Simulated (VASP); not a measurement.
# Ag (P6_3/mmc) in VASP: single point with PBEsol

Aim: the single point of Ag with PBEsol.

Everything below comes from runs of VASP 6.6.1. Logs are shortened: lines on timing, memory, paths and dates and some standing lists are left out, and cuts for length are marked.

## (1) The cell of the first run

Symmetry: P6_3/mmc, No. 194, hexagonal system. The conventional cell has a = 2.272 Å, b = 2.272 Å, c = 3.729 Å, α = 90.00°, β = 90.00°, γ = 120.00°. Ag (site symmetry -6m2) has 12 Ag at 2.27 to 2.28 Å within 3.0 Å.

This isn't the form of Ag at room conditions, which is fcc.

## (2) Single point, PBEsol

File INCAR:

```
  PREC = Accurate
  ENCUT = 630
  EDIFF = 1E-6
  ISMEAR = -1
  SIGMA = 0.05
  LREAL = F
  LASPH = T
  NELM = 120
  ALGO = Normal
  ISIF = 2
  LWAVE = F
  LCHARG = T
  GGA = PS
  LELF = T
  LVHAR = T
  NBANDS = 26
  GGA_COMPAT = F
```

File KPOINTS:

```
regular mesh
0
Gamma
  15 15 8
```

File POSCAR:

```
Ag
1.0
    2.2720945871      0.0000000000      0.0000000000
   -1.1360472936      1.9676916323      0.0000000000
    0.0000000000      0.0000000000      3.7287370842
Ag
2
Direct
    0.3333333333      0.6666666667      0.2500000000
    0.6666666667      0.3333333333      0.7500000000
```

Potentials or basis: VASP PAW PBE potentials, release 64 (Ag_sv_GW).

The run is started by

```bash
$ cat potpaw_PBE.64/Ag_sv_GW/POTCAR > POTCAR
$ mpirun -np 1 vasp_std > vasp.out
```

OUTCAR:

```text
PREC = Accurate
   ENCUT = 630
   EDIFF = 1E-6
   ISMEAR = -1
   LREAL = F
   LASPH = T
   NELM = 120
   ISIF = 2
   GGA = PS

 ion  position               nearest neighbor table
   1  0.333  0.667  0.250-   2 2.28   2 2.28   2 2.28   2 2.28   2 2.28   2 2.28
   2  0.667  0.333  0.750-   1 2.28   1 2.28   1 2.28   1 2.28   1 2.28   1 2.28

  LATTYP: Found a hexagonal cell.
 ALAT       =     2.2720945871
 C/A-ratio  =     1.6411011695

  Lattice vectors:

 A1 = (   2.2720945871,   0.0000000000,   0.0000000000)
 A2 = (  -1.1360472936,   1.9676916323,   0.0000000000)
 A3 = (   0.0000000000,   0.0000000000,   3.7287370842)

Analysis of symmetry for initial positions (statically):
=====================================================================
 Subroutine PRICEL returns:
 Original cell was already a primitive cell.

 Routine SETGRP: Setting up the symmetry group for a
 hexagonal supercell.

 Subroutine GETGRP returns: Found 24 space group operations
 (whereof 12 operations were pure point group operations)
 out of a pool of 24 trial point group operations.

The static configuration has the point symmetry D_3d.
 The point group associated with its full space group is D_6h.

Analysis of symmetry for dynamics (positions and initial velocities):
=====================================================================
 Subroutine PRICEL returns:
 Original cell was already a primitive cell.

 Routine SETGRP: Setting up the symmetry group for a
 hexagonal supercell.

 Subroutine GETGRP returns: Found 24 space group operations
 (whereof 12 operations were pure point group operations)
 out of a pool of 24 trial point group operations.

The dynamic configuration has the point symmetry D_3d.
 The point group associated with its full space group is D_6h.

 Subroutine INISYM returns: Found 24 space group operations
 (whereof 12 operations are pure point group operations),
 and found     1 'primitive' translations

----------------------------------------------------------------------------------------

                                     Primitive cell

  volume of cell :      16.6704

  direct lattice vectors                    reciprocal lattice vectors
     2.272094587  0.000000000  0.000000000     0.440122522  0.254104857  0.000000000
    -1.136047294  1.967691632  0.000000000     0.000000000  0.508209713  0.000000000
     0.000000000  0.000000000  3.728737084     0.000000000  0.000000000  0.268187318

  length of vectors
     2.272094587  2.272094587  3.728737084     0.508209713  0.508209713  0.268187318

  position of ions in fractional coordinates (direct lattice)
     0.333333333  0.666666667  0.250000000
     0.666666667  0.333333333  0.750000000

  ion indices of the primitive-cell ions
   primitive index   ion index
                 1           1
                 2           2

----------------------------------------------------------------------------------------

 KPOINTS: regular mesh

Automatic generation of k-mesh.
 Grid dimensions read from file:
 generate k-points for:   15   15    8

 Generating k-lattice:

  Cartesian coordinates                     Fractional coordinates (reciprocal lattice)
     0.029341501  0.016940324  0.000000000     0.066666667  0.000000000  0.000000000
     0.000000000  0.033880648  0.000000000     0.000000000  0.066666667  0.000000000
     0.000000000  0.000000000  0.033523415     0.000000000  0.000000000  0.125000000

  Length of vectors
     0.033880648  0.033880648  0.033523415

  Shift w.r.t. Gamma in fractional coordinates (k-lattice)
     0.000000000  0.000000000  0.000000000

 Subroutine IBZKPT returns following result:
 ===========================================

 Found    135 irreducible k-points:

 Following reciprocal coordinates:
            Coordinates               Weight
  0.000000  0.000000  0.000000      1.000000
  0.066667  0.000000  0.000000      6.000000
  0.133333  0.000000  0.000000      6.000000
  0.200000  0.000000  0.000000      6.000000
  0.266667  0.000000  0.000000      6.000000
  0.333333  0.000000  0.000000      6.000000
[... 16 lines left out ...]
  0.333333  0.200000  0.000000     12.000000
  0.400000  0.200000  0.000000      6.000000
 [... further k-points ...]
   k-points           NKPTS =    135   k-points in BZ     NKDIM =    135   number of bands    NBANDS=     26
   number of dos      NEDOS =    301   number of ions     NIONS =      2
   total plane-waves  NPLWV =  12800
   dimension x,y,z NGX =    20 NGY =   20 NGZ =   32
   dimension x,y,z NGXF=    40 NGYF=   40 NGZF=   64
   ions per type =               2
   NGX,Y,Z   is equivalent  to a cutoff of  14.63, 14.63, 14.27 a.u.
   NGXF,Y,Z  is equivalent  to a cutoff of  29.27, 29.27, 28.53 a.u.
 SYSTEM =  unknown system
   PREC   = accura    normal or accurate (medium, high low for compatibility)
   ISTART =      0    job   : 0-new  1-cont  2-samecut
   ICHARG =      2    charge: 1-file 2-atom 10-const
   ISPIN  =      1    spin polarized calculation?
   LNONCOLLINEAR =      F non collinear calculations
   LSORBIT =      F    spin-orbit coupling
   LASPH  =      T    aspherical Exc in radial PAW
   ENCUT  =  630.0 eV  46.30 Ry    6.80 a.u.   4.65  4.65  7.63*2*pi/ulx,y,z
   NELM   =    120;   NELMIN=  2; NELMDL= -5     # of ELM steps
   EDIFF  = 0.1E-05   stopping-criterion for ELM
   LREAL  =      F    real-space projection
   EDIFFG = 0.1E-04   stopping-criterion for IOM
   NSW    =      0    number of steps for IOM
   IBRION =     -1    ionic relax: 0-MD 1-quasi-New 2-CG
   NFREE  =      0    steps in history (QN), initial steepest desc. (CG)
   ISIF   =      2    stress and relaxation
   ISYM   =      2    0-nonsym 1-usesym 2-fastsym
   POTIM  = 0.5000    time-step for ionic-motion
   TEBEG  =    0.0;   TEEND  =   0.0 temperature during run
   PSTRESS=    0.0 pullay stress
   NELECT =      38.0000    total number of electrons
   NUPDOWN=      -1.0000    fix difference up-down
   EMIN   =  10.00;   EMAX   =-10.00  energy-range for DOS
   EFERMI =   0.00;   METHOD = LEGACY
   ISMEAR =    -1;   SIGMA  =   0.05  broadening in eV -4-tet -1-fermi 0-gaus
   EFERMI_NEDOS =   21; number of points for ismear=-14 and -15
   IALGO  =     38    algorithm
   IMIX   =      4    mixing-type and parameters
     AMIX     =   0.40;   BMIX     =  1.00
     AMIX_MAG =   1.60;   BMIX_MAG =  1.00
  volume/ion in A,a.u.               =       8.34        56.25
  Fermi-wavevector in a.u.,A,eV,Ry     =   2.154539  4.071488 63.158746  4.642037
  Thomas-Fermi vector in A             =   3.129904
   LORBIT       =      0    0 simple, 1 ext, 2 COOP (PROOUT), +10 PAW based schemes
   GGA     = PS    functional components
   LHFCALC =     F    Hartree Fock is set to
   AEXX    =    0.0000 exact exchange contribution
   IVDW    =     0    specifies the selected vdW correction
   LEPSILON=     F    determine dielectric tensor
   LRPA    =     F    only Hartree local field effects (RPA)
 non-spin polarized calculation
  energy-cutoff  :      630.00
  volume of cell :       16.67
 maximum number of plane-waves:       616
 NGX is ok and might be reduce to    20
   NGX =  9   NGY =  9   NGZ = 15

 number of electron      38.0000003 magnetization

 Free energy of the ion-electron system (eV)
  ---------------------------------------------------
  ext. energy  EPLUGINS =         0.00000000
  ---------------------------------------------------
  free energy    TOTEN  =        11.39580889 eV

  energy without entropy =       11.39661064  energy(sigma->0) =       11.39620977

 E-fermi :  21.5760     XC(G=0): -17.8127

 val. band max:       21.4808338084   @ k =   0.2667   0.2000   0.3750
 cond. band min:      21.8261346751   @ k =   0.4667   0.0667   0.1250
 fundamental gap:      0.3453008667
 Fermi energy:        21.5760006453

 k-point     1 :       0.0000    0.0000    0.0000
  band No.  band energies     occupation
      1     -74.6053      2.00000
      2     -74.1786      2.00000
      3     -39.1211      2.00000
      4     -37.2737      2.00000
      5     -37.2737      2.00000
      6     -37.0175      2.00000
[... 18 lines left out ...]
     25      45.9770      0.00000
     26      47.6614      0.00000

 k-point     2 :       0.0667    0.0000    0.0000
  band No.  band energies     occupation
      1     -74.5889      2.00000
      2     -74.1701      2.00000
      3     -39.0912      2.00000
      4     -37.3478      2.00000
      5     -37.2968      2.00000
      6     -37.0780      2.00000
[... 18 lines left out ...]
     25      44.2689      0.00000
     26      46.5825      0.00000

 k-point     3 :       0.1333    0.0000    0.0000
  band No.  band energies     occupation
      1     -74.5417      2.00000
      2     -74.1466      2.00000
      3     -39.0044      2.00000
      4     -37.5566      2.00000
      5     -37.3605      2.00000
      6     -37.2875      2.00000
[... 18 lines left out ...]
     25      41.9650      0.00000
     26      44.4922      0.00000

 k-point     4 :       0.2000    0.0000    0.0000
  band No.  band energies     occupation
      1     -74.4703      2.00000
      2     -74.1134      2.00000
      3     -38.8686      2.00000
      4     -37.8624      2.00000
      5     -37.5882      2.00000
      6     -37.4511      2.00000
[... 18 lines left out ...]
     25      41.2978      0.00000
     26      42.2625      0.00000
[... 496 lines left out ...]
      1     -74.2018      2.00000
      2     -74.0292      2.00000
      3     -38.5788      2.00000
      4     -38.4217      2.00000
      5     -38.2775      2.00000
      6     -37.8717      2.00000
[... 18 lines left out ...]
     25      40.6161      0.00000
     26      40.9272      0.00000

 k-point    23 :       0.3333    0.2000    0.0000
  band No.  band energies     occupation
      1     -74.1437      2.00000
      2     -74.0281      2.00000
      3     -38.7211      2.00000
      4     -38.4469      2.00000
      5     -38.1152      2.00000
      6     -38.0199      2.00000
[... 18 lines left out ...]
     25      39.0609      0.00000
     26      39.9928      0.00000

 k-point    24 :       0.4000    0.2000    0.0000
  band No.  band energies     occupation
      1     -74.1188      2.00000
      2     -74.0321      2.00000
      3     -38.7708      2.00000
      4     -38.4452      2.00000
      5     -38.0844      2.00000
      6     -38.0367      2.00000
[... 18 lines left out ...]
     25      38.0845      0.00000
     26      39.5988      0.00000

 [... further k-points ...]

------------------------ aborting loop because EDIFF is reached ----------------------------------------

  FORCE on cell =-STRESS in cart. coord.  units (eV):
  Direction    XX          YY          ZZ          XY          YZ          ZX
  --------------------------------------------------------------------------------------
  -------------------------------------------------------------------------------------
  Total       56.6356759     56.6356759     56.6396231     -0.0000000     -0.0000000      0.0000000
  in kB     5443.2146656   5443.2146660   5443.5940365     -0.0000001     -0.0000000      0.0000000
  external PRESSURE =    5443.3411227 kB  Pullay stress =       0.0000000 kB

 VOLUME and BASIS-vectors are now :
 -----------------------------------------------------------------------------
  energy-cutoff  :      630.00
  volume of cell :       16.67
      direct lattice vectors                 reciprocal lattice vectors
     2.272094587  0.000000000  0.000000000     0.440122522  0.254104857  0.000000000
    -1.136047294  1.967691632  0.000000000     0.000000000  0.508209713  0.000000000
     0.000000000  0.000000000  3.728737084     0.000000000  0.000000000  0.268187318

 POSITION                                       TOTAL-FORCE (eV/Angst)
 -----------------------------------------------------------------------------------
     -0.00000      1.31179      0.93218        -0.000000      0.000000      0.000000
      1.13605      0.65590      2.79655         0.000000     -0.000000      0.000000
 -----------------------------------------------------------------------------------
    total drift:                                0.000000     -0.000000      0.000000

  FREE ENERGIE OF THE ION-ELECTRON SYSTEM (eV)
  ---------------------------------------------------
  free  energy   TOTEN  =        11.3958088940 eV

  energy  without entropy=       11.3966106393  energy(sigma->0) =       11.39620977
```

Wall time 82 s (1 thread of AMD EPYC 7R43 (Zen 3), shared host); peak memory 0.17 GiB.

Results:

| Item | Value |
| --- | --- |
| Free energy | 11.3958 eV |
| Pressure | 544.3 GPa |
| Band gap on the k mesh | zero (bands 19 and 20 overlap by 12.87 eV) |

Caveat: the cell stands under pressure; the PAW data sets were made with another functional, which shifts forces and pressure a little.

The gap in the log of VASP goes by the Fermi energy; the results here count the filled bands.